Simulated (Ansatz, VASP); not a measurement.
## Two plane-wave programs on GaN

```
CELL_PARAMETERS angstrom
3.20253 0.00000 0.00000
-1.60126 2.77347 0.00000
0.00000 0.00000 5.21567
ATOMIC_POSITIONS crystal
Ga 0.66670 0.33330 0.59120
Ga 0.33340 0.66670 0.09120
N 0.66670 0.33330 0.96880
N 0.33340 0.66670 0.46880
```

Alike in both runs: task single point; functional r2SCAN; k mesh 9 × 9 × 5; no spin polarisation.

|  | VASP | Ansatz |
| --- | --- | --- |
| version | VASP 6.6.1 | Ansatz 0.2.0 |
| potentials or method | VASP PAW PBE potentials, release 64 (Ga_d, N), cutoff 520 eV | PAW plane waves |
| occupations | fermi-dirac, width 0.1 eV | fermi-dirac |
| valence electrons in the cell | 36 | 36 |

|  | VASP | Ansatz | Ansatz less VASP |
| --- | --- | --- | --- |
| pressure (GPa) | -2.4 | -3.5 | -1.04 |
| traceless stress, the component that is largest in VASP (GPa) | -0.32 | -0.26 | +0.057 |
| rms of the force components (eV/Å) | 0.033 | 0.027 | -0.0063 |

VASP's potentials were made for PBE, not for r2SCAN. Atom by atom the forces differ by 0.006 eV/Å (rms over components). Ansatz's warnings: structure snapped to symmetry.
